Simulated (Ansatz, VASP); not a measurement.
# Two plane-wave programs on Bi

```
Bi
1.0
     2.26750    1.30914    3.93800
    -2.26750    1.30914    3.93800
     0.00000   -2.61828    3.93800
Bi
2
Direct
  0.76600 0.76600 0.76600
  0.23400 0.23400 0.23400
```

Alike in both runs: functional PBEsol; k mesh 4 × 4 × 4; occupations fermi-dirac, width 0.05 eV; no spin polarisation.

|  | VASP | Ansatz |
| --- | --- | --- |
| version | VASP 6.6.1 | Ansatz 0.2.0 |
| potentials or method | VASP PAW PBE potentials, release 64 (Bi_d) | Ansatz PAW |
| plane-wave cutoff (eV) | 520 | 420 |
| valence electrons in the cell | 30 | 30 |
| task | single point | projected density of states |

Ansatz gave:

* gap on the k mesh at the Fermi level (eV): none
* pressure (GPa): -0.5
* traceless stress, the component that is largest in VASP (GPa): -0.45
* rms of the force components (eV/Å): 0.057

Problem. Estimate VASP's values.

Solution. gap on the k mesh at the Fermi level (eV): none; pressure (GPa): -0.6; traceless stress, the component that is largest in VASP (GPa): -0.45; rms of the force components (eV/Å): 0.055.

VASP's potentials were made for PBE, not for PBEsol. Atom by atom the forces differ by 0.002 eV/Å (rms over components). A gap of «none» marks a metal or a gap that the smearing closes. The functional is the same, so the differences come from potentials, cutoffs and numerics.

The k mesh is coarse, so the values compare programs but aren't converged. Spin-orbit coupling is off throughout.
